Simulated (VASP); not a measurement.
Set up this calculation in VASP 6.6.1, as the native input.

| Property | Result |
| --- | --- |
| Task | single point |
| Functional | LDA |
| Potentials or basis | VASP PAW LDA potentials, release 64 (Na_pv, Pd, O) |
| Cutoff | 520 eV |
| k mesh | 9 × 9 × 9 |
| Occupations | methfessel-paxton, width 0.1 eV |
| Spin | no spin polarisation |
| Dipole correction | no |
| Further INCAR settings | ALGO = Normal; EDIFF = 1e-06; NBANDS = 26 |

The structure of NaPdO3 lies in POSCAR:

```
NaPdO3
1.0
    3.9911490000      0.0399114900      0.0000000000
    0.0399114900      3.9911490000      0.0000000000
    0.0000000000      0.0000000000      3.9911490000
Na Pd O
1 1 3
Direct
    0.0000000000      0.0000000000      0.0000000000
    0.5000000000      0.5000000000      0.5000000000
    0.5000000000      0.5000000000      0.0000000000
    0.5000000000      0.0000000000      0.5000000000
    0.0000000000      0.5000000000      0.5000000000
```

These files were run (other wordings do the same):

INCAR

```
ALGO = Normal
EDIFF = 1E-6
ENCUT = 520
GGA = CA
ISIF = 2
ISMEAR = 1
LASPH = T
LCHARG = T
LELF = T
LREAL = F
LVHAR = T
LWAVE = F
NBANDS = 26
NELM = 60
PREC = Accurate
SIGMA = 0.1
```

KPOINTS

```
k-points
0
Gamma
  9 9 9
```

Potentials or basis: VASP PAW LDA potentials, release 64 (Na_pv, Pd, O).

The run is started by

```sh
$ cat potpaw_LDA.64/Na_pv/POTCAR potpaw_LDA.64/Pd/POTCAR potpaw_LDA.64/O/POTCAR > POTCAR
$ mpirun -np 1 vasp_std > vasp.out
```

Results of the run:

```json
{
 "Pressure": "-12.2 GPa",
 "Band gap on the k mesh": "zero (an odd number of electrons rules out a gap without spin polarisation)"
}
```

Caveat: the cell stands under tension; an odd number of electrons without spin polarisation forces a metal; a magnetic or distorted state may lie lower.

Run time: 2.6 min on 1 thread of Oxide Virtual Turin-like Processor, with other jobs on the host, peak memory 0.26 GiB.
